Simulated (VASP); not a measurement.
Write the native input for VASP 6.6.1 that does the following.

```
Task                    : density of states
Functional              : PBE
Potentials or basis     : VASP PAW PBE potentials, release 64 (B, As)
Cutoff                  : 520 eV
k mesh                  : 15 × 15 × 15
Occupations             : fermi-dirac, width 0.08 eV
Spin                    : no spin polarisation
Dipole correction       : no
k mesh for the DOS      : 23 × 23 × 23
Occupations for the DOS : tetrahedron
Further INCAR settings  : ALGO = Normal; EDIFF = 1e-06
```

Crystal: BAs (zincblende type).

```
B As
1.0
     0.00000    2.40466    2.40466
     2.40466    0.00000    2.40466
     2.40466    2.40466    0.00000
B As
1 1
Cartesian
  0.0000 0.0000 0.0000
  1.2023 1.2023 1.2023
```

The input as run:

POSCAR

```
BAs
1.0
    0.0000000000      2.4046586295      2.4046586295
    2.4046586295      0.0000000000      2.4046586295
    2.4046586295      2.4046586295      0.0000000000
B As
1 1
Direct
    0.0000000000      0.0000000000      0.0000000000
    0.2500000000      0.2500000000      0.2500000000
```

INCAR.step1

```
PREC = Accurate
ENCUT = 520
EDIFF = 1E-6
ISMEAR = -1
SIGMA = 0.08
LREAL = F
LASPH = T
NELM = 80
ALGO = Normal
ISIF = 2
LWAVE = F
LCHARG = T
GGA = PE
NBANDS = 11
```

KPOINTS.step1

```
Automatic mesh
0
Gamma
  15 15 15
```

INCAR.step2

```
PREC = Accurate
ENCUT = 520
EDIFF = 1E-6
ISMEAR = -5
SIGMA = 0.08
LREAL = F
LASPH = T
NELM = 80
ALGO = Normal
ISIF = 2
LWAVE = F
LCHARG = F
GGA = PE
LORBIT = 10
NEDOS = 2001
ICHARG = 11
```

KPOINTS.step2

```
Automatic mesh
0
Gamma
  23 23 23
```

Potentials or basis: VASP PAW PBE potentials, release 64 (B, As).

The run is started by

```console
$ cat potpaw_PBE.64/B/POTCAR potpaw_PBE.64/As/POTCAR > POTCAR
$ cp INCAR.step1 INCAR
$ cp KPOINTS.step1 KPOINTS
$ mpirun -np 1 vasp_std > vasp.out
$ cp INCAR.step2 INCAR
$ cp KPOINTS.step2 KPOINTS
$ mpirun -np 1 vasp_std > vasp.out
```

It gave:

| Quantity | Value |
| --- | --- |
| Valence electrons inside the program's atomic spheres | B 1.81; As 2.90 |

Run time: 86 s on 1 thread of Intel(R) Xeon(R) Platinum 8259CL CPU @ 2.50GHz (Skylake/Cascade Lake) (shared host), peak memory 0.23 GiB.
